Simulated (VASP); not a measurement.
Set up this calculation in VASP 6.6.1, as the native input.

```
Task                   : single point
Functional             : r2SCAN
Potentials or basis    : VASP PAW PBE potentials, release 64 (Hf_pv, O)
Cutoff                 : 520 eV
k mesh                 : 6 × 6 × 6
Occupations            : gaussian, width 0.05 eV
Spin                   : no spin polarisation
Dipole correction      : no
Further INCAR settings : ALGO = Normal; EDIFF = 1e-07; NBANDS = 31
```

Crystal: HfO2.

```
CELL_PARAMETERS angstrom
3.57682 0.00000 0.00000
0.00000 3.57682 0.00000
0.00000 0.00000 5.20267
ATOMIC_POSITIONS crystal
Hf 0.50000 0.49935 0.50000
Hf 0.00000 0.00065 0.00000
O 0.00000 0.50079 0.69616
O 0.50000 0.99921 0.80384
O 0.50000 0.02097 0.30384
O 0.00000 0.47903 0.19616
```

This cell differs from its parent crystal: atoms displaced along a vibrational mode.

These files were run (other wordings do the same):

POSCAR

```
HfO2
1.0
    3.5768243315      0.0000000000      0.0000000000
    0.0000000000      3.5768243315      0.0000000000
    0.0000000000      0.0000000000      5.2026739475
Hf O
2 4
Direct
    0.5000000000      0.4993492680      0.5000000000
    0.0000000000      0.0006507320      0.0000000000
    0.0000000000      0.5007871795      0.6961635355
    0.5000000000     -0.0007871795      0.8038364645
    0.5000000000      0.0209683208      0.3038364645
    0.0000000000      0.4790316792      0.1961635355
```

INCAR.step1

```
PREC = Accurate
ENCUT = 520
ISMEAR = 0
SIGMA = 0.05
LREAL = False
LASPH = True
NELM = 60
NBANDS = 31
GGA = PE
ALGO = Normal
EDIFF = 1E-4
LWAVE = True
LCHARG = False
```

INCAR.step2

```
PREC = Accurate
ENCUT = 520
EDIFF = 1E-7
ISMEAR = 0
SIGMA = 0.05
LREAL = False
LASPH = True
NELM = 60
ALGO = Normal
ISIF = 2
LWAVE = False
LCHARG = False
METAGGA = R2SCAN
LMIXTAU = True
NBANDS = 31
ISTART = 1
```

KPOINTS

```
Automatic mesh
0
Gamma
  6 6 6
```

Potentials or basis: VASP PAW PBE potentials, release 64 (Hf_pv, O).

Launch:

```sh
$ cat potpaw_PBE.64/Hf_pv/POTCAR potpaw_PBE.64/O/POTCAR > POTCAR
$ cp INCAR.step1 INCAR
$ mpirun -np 1 vasp_std > vasp.out
$ cp INCAR.step2 INCAR
$ mpirun -np 1 vasp_std > vasp.out
```

It gave:

The pressure is -2.6 GPa, the largest force is 2.010 eV/Å and the band gap on the k mesh is 5.24 eV (least direct gap 5.31 eV).

Caveat: the cell differs from its parent crystal (atoms displaced along a vibrational mode); the PAW data sets were made with another functional, which shifts forces and pressure a little; spin-orbit coupling is left out, which moves the levels of the heavy elements.

It took 7.7 min on 1 thread of AMD EPYC 7R13 Processor (Zen 3), with other jobs on the host, peak memory 0.24 GiB.
